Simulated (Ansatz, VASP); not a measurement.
**One calculation of Al, two programs**

```
Al
1.0
     2.69008    0.00000    0.00000
    -1.34504    2.32968    0.00000
     0.00000    0.00000    9.56565
Al
4
Direct
  0.00000 0.00000 0.00000
  0.33333 0.66667 0.25000
  0.00000 0.00000 0.50000
  0.66667 0.33333 0.75000
```

Alike in both runs: task single point; functional PBEsol; dispersion D3(BJ); k mesh 18 × 18 × 6; occupations gaussian, width 0.15 eV; no spin polarisation.

|  | VASP | Ansatz |
| --- | --- | --- |
| version | VASP 6.6.1 | Ansatz 0.2.0 |
| potentials or method | VASP PAW PBE potentials, release 64 (Al), cutoff 520 eV | scalar-relativistic, plane waves, PAW |
| valence electrons in the cell | 12 | 12 |

|  | VASP | Ansatz | Ansatz less VASP |
| --- | --- | --- | --- |
| gap on the k mesh at the Fermi level (eV) | none | none | - |
| pressure (GPa) | 5.2 | 5.0 | -0.13 |
| traceless stress, the component that is largest in VASP (GPa) | -6.25 | -6.20 | +0.052 |

VASP's potentials were made for PBE, not for PBEsol, and Ansatz warns of the same on its side. A gap of «none» marks a metal or a gap that the smearing closes.
